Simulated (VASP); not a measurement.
# MgS (I4/mmm) in VASP: notebook

The runs below take MgS through single point, with PBEsol.

All numbers are computed with VASP 6.6.1; they aren't measurements. Logs are shortened: lines on timing, memory, paths and dates and some standing lists are left out, and cuts for length are marked.

## (1) The cell of the first run

The structure is tetragonal, space group I4/mmm (No. 139). The conventional cell has a = 3.628 Å, b = 3.628 Å, c = 5.213 Å, α = 90.00°, β = 90.00°, γ = 90.00°. Within 3.4 Å of Mg (site symmetry 4/mmm) lie 6 S at 2.57 to 2.61 Å. Within 3.4 Å of S (site symmetry 4/mmm) lie 6 Mg at 2.57 to 2.61 Å.

## (2) Single point, PBEsol (in-plane strain -0.01)

The input, INCAR:

```
SYSTEM = MgS
  PREC = Accurate
  ENCUT = 520
  EDIFF = 1E-6
  ISMEAR = 0
  SIGMA = 0.01
  LREAL = .False.
  LASPH = .True.
  NELM = 80
  ALGO = Normal
  ISIF = 2
  LWAVE = .False.
  LCHARG = .True.
  GGA = PS
  LELF = .True.
  LVHAR = .True.
  NBANDS = 11
```

The input, KPOINTS:

```
Automatic mesh
0
Gamma
  8 8 8
  0 0 0
```

The input, POSCAR:

```
MgS
1.0
    2.5650514106      2.5650514106      0.0000000000
   -2.5650514106      2.5650514106      0.0000000000
    0.0000000000      2.5650514106      2.6065067869
Mg S
1 1
Direct
    0.0000000000      0.0000000000      0.0000000000
    0.5000000000      0.5000000000      0.0000000000
```

Potentials or basis: VASP PAW PBE potentials, release 64 (Mg, S).

On the command line:

```console
cat potpaw_PBE.64/Mg/POTCAR potpaw_PBE.64/S/POTCAR > POTCAR
mpirun -np 1 vasp_std > vasp.out
```

OUTCAR:

```text
SYSTEM = MgS
   PREC = Accurate
   ENCUT = 520
   EDIFF = 1E-6
   ISMEAR = 0
   LREAL = .False.
   LASPH = .True.
   NELM = 80
   ISIF = 2
   GGA = PS

 ion  position               nearest neighbor table
   1  0.000  0.000  0.000-   2 2.57   2 2.57   2 2.57   2 2.57   2 2.61   2 2.61
   2  0.500  0.500  0.000-   1 2.57   1 2.57   1 2.57   1 2.57   1 2.61   1 2.61

  LATTYP: Found a body centered tetragonal cell.
 ALAT       =     3.6275304931
 C/A-ratio  =     1.4370695391

  Lattice vectors:

 A1 = (   2.5650514106,   0.0000000000,  -2.6065067869)
 A2 = (  -2.5650514106,   0.0000000000,  -2.6065067869)
 A3 = (   0.0000000000,   2.5650514106,   2.6065067869)

Analysis of symmetry for initial positions (statically):
=====================================================================
 Subroutine PRICEL returns:
 Original cell was already a primitive cell.

 Routine SETGRP: Setting up the symmetry group for a
 body centered tetragonal supercell.

 Subroutine GETGRP returns: Found 16 space group operations
 (whereof 16 operations were pure point group operations)
 out of a pool of 16 trial point group operations.

The static configuration has the point symmetry D_4h.

Analysis of symmetry for dynamics (positions and initial velocities):
=====================================================================
 Subroutine PRICEL returns:
 Original cell was already a primitive cell.

 Routine SETGRP: Setting up the symmetry group for a
 body centered tetragonal supercell.

 Subroutine GETGRP returns: Found 16 space group operations
 (whereof 16 operations were pure point group operations)
 out of a pool of 16 trial point group operations.

The dynamic configuration has the point symmetry D_4h.

 Subroutine INISYM returns: Found 16 space group operations
 (whereof 16 operations are pure point group operations),
 and found     1 'primitive' translations

----------------------------------------------------------------------------------------

                                     Primitive cell

  volume of cell :      34.2990

  direct lattice vectors                    reciprocal lattice vectors
     2.565051411  2.565051411  0.000000000     0.194927867  0.194927867 -0.191827623
    -2.565051411  2.565051411  0.000000000    -0.194927867  0.194927867 -0.191827623
     0.000000000  2.565051411  2.606506787     0.000000000  0.000000000  0.383655245

  length of vectors
     3.627530493  3.627530493  3.656961357     0.335844582  0.335844582  0.383655245

  position of ions in fractional coordinates (direct lattice)
     0.000000000  0.000000000  0.000000000
     0.500000000  0.500000000  0.000000000

  ion indices of the primitive-cell ions
   primitive index   ion index
                 1           1
                 2           2

----------------------------------------------------------------------------------------

 KPOINTS: Automatic mesh

Automatic generation of k-mesh.
 Grid dimensions read from file:
 generate k-points for:    8    8    8

 Generating k-lattice:

  Cartesian coordinates                     Fractional coordinates (reciprocal lattice)
     0.024365983  0.024365983 -0.023978453     0.125000000  0.000000000 -0.000000000
    -0.024365983  0.024365983 -0.023978453     0.000000000  0.125000000 -0.000000000
     0.000000000  0.000000000  0.047956906     0.000000000  0.000000000  0.125000000

  Length of vectors
     0.041980573  0.041980573  0.047956906

  Shift w.r.t. Gamma in fractional coordinates (k-lattice)
     0.000000000  0.000000000  0.000000000

 Subroutine IBZKPT returns following result:
 ===========================================

 Found     59 irreducible k-points:

 Following reciprocal coordinates:
            Coordinates               Weight
  0.000000  0.000000  0.000000      1.000000
  0.125000  0.000000 -0.000000      8.000000
  0.250000  0.000000 -0.000000      8.000000
  0.375000  0.000000 -0.000000      8.000000
  0.500000  0.000000 -0.000000      4.000000
  0.125000  0.125000 -0.000000      8.000000
[... 16 lines left out ...]
  0.250000  0.000000  0.125000      4.000000
  0.375000  0.000000  0.125000      8.000000
 [... further k-points ...]
   k-points           NKPTS =     59   k-points in BZ     NKDIM =     59   number of bands    NBANDS=     11
   number of dos      NEDOS =    301   number of ions     NIONS =      2
   total plane-waves  NPLWV =  21952
   dimension x,y,z NGX =    28 NGY =   28 NGZ =   28
   dimension x,y,z NGXF=    56 NGYF=   56 NGZF=   56
   ions per type =               1   1
   NGX,Y,Z   is equivalent  to a cutoff of  12.83, 12.83, 12.73 a.u.
   NGXF,Y,Z  is equivalent  to a cutoff of  25.66, 25.66, 25.46 a.u.
 SYSTEM =  MgS
   PREC   = accura    normal or accurate (medium, high low for compatibility)
   ISTART =      0    job   : 0-new  1-cont  2-samecut
   ICHARG =      2    charge: 1-file 2-atom 10-const
   ISPIN  =      1    spin polarized calculation?
   LNONCOLLINEAR =      F non collinear calculations
   LSORBIT =      F    spin-orbit coupling
   LASPH  =      T    aspherical Exc in radial PAW
   ENCUT  =  520.0 eV  38.22 Ry    6.18 a.u.   6.74  6.74  6.80*2*pi/ulx,y,z
   NELM   =     80;   NELMIN=  2; NELMDL= -5     # of ELM steps
   EDIFF  = 0.1E-05   stopping-criterion for ELM
   LREAL  =      F    real-space projection
   EDIFFG = 0.1E-04   stopping-criterion for IOM
   NSW    =      0    number of steps for IOM
   IBRION =     -1    ionic relax: 0-MD 1-quasi-New 2-CG
   NFREE  =      0    steps in history (QN), initial steepest desc. (CG)
   ISIF   =      2    stress and relaxation
   ISYM   =      2    0-nonsym 1-usesym 2-fastsym
   POTIM  = 0.5000    time-step for ionic-motion
   TEBEG  =    0.0;   TEEND  =   0.0 temperature during run
   PSTRESS=    0.0 pullay stress
   NELECT =       8.0000    total number of electrons
   NUPDOWN=      -1.0000    fix difference up-down
   EMIN   =  10.00;   EMAX   =-10.00  energy-range for DOS
   EFERMI =   0.00;   METHOD = LEGACY
   ISMEAR =     0;   SIGMA  =   0.01  broadening in eV -4-tet -1-fermi 0-gaus
   EFERMI_NEDOS =   21; number of points for ismear=-14 and -15
   IALGO  =     38    algorithm
   IMIX   =      4    mixing-type and parameters
     AMIX     =   0.40;   BMIX     =  1.00
     AMIX_MAG =   1.60;   BMIX_MAG =  1.00
  volume/ion in A,a.u.               =      17.15       115.73
  Fermi-wavevector in a.u.,A,eV,Ry     =   1.007731  1.904335 13.817004  1.015521
  Thomas-Fermi vector in A             =   2.140554
   LORBIT       =      0    0 simple, 1 ext, 2 COOP (PROOUT), +10 PAW based schemes
   GGA     = PS    functional components
   LHFCALC =     F    Hartree Fock is set to
   AEXX    =    0.0000 exact exchange contribution
   IVDW    =     0    specifies the selected vdW correction
   LEPSILON=     F    determine dielectric tensor
   LRPA    =     F    only Hartree local field effects (RPA)
 non-spin polarized calculation
 Gauss-broadening in eV      SIGMA  =   0.01
  energy-cutoff  :      520.00
  volume of cell :       34.30
 maximum number of plane-waves:       942
   NGX = 13   NGY = 13   NGZ = 13

 number of electron       7.9999999 magnetization

 Free energy of the ion-electron system (eV)
  ---------------------------------------------------
  ext. energy  EPLUGINS =         0.00000000
  ---------------------------------------------------
  free energy    TOTEN  =        -9.07162647 eV

  energy without entropy =       -9.07162647  energy(sigma->0) =       -9.07162647

 E-fermi :   4.0826     XC(G=0):  -9.9462

 val. band max:        3.9595053568   @ k =   0.0000   0.0000   0.0000
 cond. band min:       6.6463490697   @ k =   0.5000   0.5000  -0.0000
 fundamental gap:      2.6868437129
 Fermi energy:         4.0826417241

 k-point     1 :       0.0000    0.0000    0.0000
  band No.  band energies     occupation
      1      -8.9235      2.00000
      2       3.8920      2.00000
      3       3.8920      2.00000
      4       3.9595      2.00000
      5       7.7178      0.00000
      6      11.6402      0.00000
      7      11.8093      0.00000
      8      11.8093      0.00000
      9      14.1395      0.00000
     10      14.3687      0.00000
     11      16.2756      0.00000

 k-point     2 :       0.1250    0.0000   -0.0000
  band No.  band energies     occupation
      1      -8.7642      2.00000
      2       2.8263      2.00000
      3       3.7918      2.00000
      4       3.8205      2.00000
      5       8.5149      0.00000
      6      11.4440      0.00000
      7      11.9534      0.00000
      8      12.0823      0.00000
      9      13.5352      0.00000
     10      13.7066      0.00000
     11      16.6654      0.00000

 k-point     3 :       0.2500    0.0000   -0.0000
  band No.  band energies     occupation
      1      -8.3313      2.00000
      2       0.9982      2.00000
      3       3.5654      2.00000
      4       3.5737      2.00000
      5       8.8388      0.00000
      6      11.5843      0.00000
      7      11.7809      0.00000
      8      12.2789      0.00000
      9      14.1702      0.00000
     10      14.1909      0.00000
     11      15.8614      0.00000

 k-point     4 :       0.3750    0.0000   -0.0000
  band No.  band energies     occupation
      1      -7.7970      2.00000
      2      -0.5122      2.00000
      3       3.3433      2.00000
      4       3.3822      2.00000
      5       8.5022      0.00000
      6      10.9326      0.00000
      7      11.1124      0.00000
      8      13.9075      0.00000
      9      15.4663      0.00000
     10      16.1548      0.00000
     11      16.2160      0.00000
[... 239 lines left out ...]
 k-point    22 :       0.0000    0.0000    0.1250
  band No.  band energies     occupation
      1      -8.7175      2.00000
      2       2.9135      2.00000
      3       3.5633      2.00000
      4       3.5633      2.00000
      5       8.8782      0.00000
      6      10.6989      0.00000
      7      12.2900      0.00000
      8      12.5134      0.00000
      9      12.5134      0.00000
     10      14.6265      0.00000
     11      17.8880      0.00000

 k-point    23 :       0.2500    0.0000    0.1250
  band No.  band energies     occupation
      1      -8.5085      2.00000
      2       1.8506      2.00000
      3       3.1980      2.00000
      4       3.7923      2.00000
      5       9.3545      0.00000
      6      10.9915      0.00000
      7      12.0331      0.00000
      8      12.4562      0.00000
      9      12.4848      0.00000
     10      14.6875      0.00000
     11      17.3727      0.00000

 k-point    24 :       0.3750    0.0000    0.1250
  band No.  band energies     occupation
      1      -8.0321      2.00000
      2       0.4268      2.00000
      3       2.6483      2.00000
      4       3.5705      2.00000
      5       9.5430      0.00000
      6      11.0394      0.00000
      7      11.6093      0.00000
      8      12.0719      0.00000
      9      13.8155      0.00000
     10      16.7262      0.00000
     11      16.8889      0.00000

 [... further k-points ...]
[... 5 lines left out ...]
  --------------------------------------------------------------------------------------
  -------------------------------------------------------------------------------------
  Total        0.3456340      0.3456340     -0.0577516      0.0000000     -0.0000000      0.0000000
  in kB       16.1452973     16.1452973     -2.6976991      0.0000000     -0.0000000      0.0000000
  external PRESSURE =       9.8642985 kB  Pullay stress =       0.0000000 kB

 VOLUME and BASIS-vectors are now :
 -----------------------------------------------------------------------------
  energy-cutoff  :      520.00
  volume of cell :       34.30
      direct lattice vectors                 reciprocal lattice vectors
     2.565051411  2.565051411  0.000000000     0.194927867  0.194927867 -0.191827623
    -2.565051411  2.565051411  0.000000000    -0.194927867  0.194927867 -0.191827623
     0.000000000  2.565051411  2.606506787     0.000000000  0.000000000  0.383655245

 POSITION                                       TOTAL-FORCE (eV/Angst)
 -----------------------------------------------------------------------------------
      0.00000      0.00000      0.00000         0.000000      0.000000      0.000000
      0.00000      2.56505      0.00000        -0.000000     -0.000000      0.000000
 -----------------------------------------------------------------------------------
    total drift:                               -0.000000      0.000000     -0.000000

  FREE ENERGIE OF THE ION-ELECTRON SYSTEM (eV)
  ---------------------------------------------------
  free  energy   TOTEN  =        -9.0716264696 eV

  energy  without entropy=       -9.0716264696  energy(sigma->0) =       -9.07162647
```

It took 13 s on 1 thread of Intel Xeon 6975P-C (Granite Rapids), shared host; peak memory 0.16 GiB.

Results:

- Free energy: -9.0716 eV
- Pressure: 1.0 GPa
- Band gap on the k mesh: 2.69 eV, indirect (least direct gap 3.76 eV)

Stress tensor (GPa, compression positive):
```
 1.61  0.00  0.00
 0.00  1.61  0.00
 0.00  0.00 -0.27
```

Levels at points of the mesh, in eV from the valence-band top:
```
           k point  band 2  band 3  band 4  band 5  band 6  band 7
(0.00, 0.00, 0.00)   -0.07   -0.07    0.00    3.76    7.68    7.85
(0.50, 0.00, 0.00)   -5.08   -0.70   -0.65    4.39    6.73    6.90
(0.50, 0.50, 0.00)   -4.44   -1.91   -1.77    2.69    4.10   12.14
(0.00, 0.00, 0.50)   -4.46   -1.76   -1.76    2.78    4.16   11.98
```

Caveat: the cell differs from its parent crystal (in-plane strain -0.01); the PAW data sets were made with another functional, which shifts forces and pressure a little. A k mesh can miss the band edges.

## (3) Single point, PBEsol (film at in-plane strain -0.01)

The input, INCAR:

```
PREC     = Accurate       # precision mode
ENCUT    = 520            # plane-wave cutoff, eV
EDIFF    = 1E-7           # SCF threshold, eV
ISMEAR   = 0              # smearing method
SIGMA    = 0.01           # smearing width, eV
LREAL    = False          # projectors in reciprocal space
LASPH    = True           # aspherical terms in the spheres
NELM     = 80             # most SCF steps
ALGO     = Normal         # electronic algorithm
ISIF     = 2              # what is computed and relaxed
LWAVE    = False          # write WAVECAR
LCHARG   = False          # write CHGCAR
GGA      = PS             # functional
NBANDS   = 11             # bands
```

The input, KPOINTS:

```
Automatic mesh
0
Gamma
  8 8 8
```

POSCAR, as its differences from that of step 2:

```diff
@@ -4,3 +4,3 @@
    -2.5650514106      2.5650514106      0.0000000000
-    0.0000000000      2.5650514106      2.6065067869
+    0.0000000000      2.5650514106      2.6058036185
 Mg S
```

Potentials or basis: VASP PAW PBE potentials, release 64 (Mg, S).

On the command line:

```console
cat potpaw_PBE.64/Mg/POTCAR potpaw_PBE.64/S/POTCAR > POTCAR
mpirun -np 1 vasp_std > vasp.out
```

It took 14 s on 1 thread of Intel Xeon 6975P-C (Granite Rapids), shared host; peak memory 0.16 GiB.

Results (log left out):

```
Free energy            : -9.0716 eV
Pressure               : 1.0 GPa
Band gap on the k mesh : 2.69 eV, indirect (least direct gap 3.76 eV)
```

Stress tensor (GPa, compression positive):
```
 1.63  0.00  0.00
 0.00  1.63  0.00
 0.00  0.00 -0.23
```

Levels at points of the mesh, in eV from the valence-band top:
```
           k point  band 2  band 3  band 4  band 5  band 6  band 7
(0.00, 0.00, 0.00)   -0.07   -0.07    0.00    3.76    7.68    7.85
(0.50, 0.00, 0.00)   -5.08   -0.70   -0.65    4.39    6.73    6.90
(0.50, 0.50, 0.00)   -4.44   -1.91   -1.77    2.69    4.10   12.14
(0.00, 0.00, 0.50)   -4.46   -1.76   -1.76    2.78    4.15   11.98
```

Caveat: the cell differs from its parent crystal (film at in-plane strain -0.01); the PAW data sets were made with another functional, which shifts forces and pressure a little. A k mesh can miss the band edges.

(Part 1 of 2 ends here.)
